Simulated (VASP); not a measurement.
PbI2:

```xyz
3
Lattice="4.5550 0.0000 0.0000 -2.2775 3.9447 0.0000 0.0000 0.0000 6.9770" Properties=species:S:1:pos:R:3 pbc="T T T"
Pb    0.0000    0.0000    0.0000
I     0.0000    2.6298    1.8489
I     2.2775    1.3149    5.1281
```

Base run:

- Program: VASP 6.6.1
- Functional: r2SCAN
- Potentials or basis: VASP PAW PBE potentials, release 64 (Pb_d, I)
- Cutoff: 550 eV
- k mesh: 4 × 4 × 3
- Occupations: gaussian, width 0.01 eV
- Spin: no spin polarisation

Its results: band gap on the k mesh 2.79 eV; pressure 1.3 GPa; largest force 0.131 eV/Å.

Q: The run is repeated on the same cell with these changes: k mesh from 4 × 4 × 3 to 2 × 2 × 1. What comes out?

A: Band gap on the k mesh 3.18 eV (least direct gap 3.53 eV); pressure 1.9 GPa; largest force 0.168 eV/Å.

Caveats: some runs use coarse meshes; the PAW data sets were made with another functional, which shifts forces and pressure a little; spin-orbit coupling is left out, which moves the levels of the heavy elements; an odd mesh through Γ misses points on the zone boundary, where band edges can lie.
